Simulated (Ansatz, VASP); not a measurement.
One calculation of Cu, two programs

```xyz
1
Lattice="0.0000 1.8323 1.7590 1.8323 0.0000 1.7590 1.8323 1.8323 0.0000" Properties=species:S:1:pos:R:3 pbc="T T T"
Cu    0.0000    0.0000    0.0000
```

Alike in both runs: task single point; functional PBEsol; k mesh 24 × 24 × 24; occupations gaussian, width 0.15 eV; no spin polarisation.

|  | VASP | Ansatz |
| --- | --- | --- |
| version | VASP 6.6.1 | Ansatz 0.2.0 |
| potentials or method | VASP PAW PBE potentials, release 64 (Cu), cutoff 520 eV | scalar-relativistic, plane waves, PAW |
| valence electrons in the cell | 11 | 19 |

|  | VASP | Ansatz | Ansatz less VASP |
| --- | --- | --- | --- |
| gap on the k mesh at the Fermi level (eV) | none | none | - |
| pressure (GPa) | -5.8 | -6.4 | -0.63 |
| traceless stress, the component that is largest in VASP (GPa) | 1.39 | 1.40 | +0.001 |

VASP's potentials were made for PBE, not for PBEsol. A gap of «none» marks a metal or a gap that the smearing closes. VASP's potentials hold 11 valence electrons a cell and Ansatz's 19, so a difference there can come from the potentials and not from the codes.
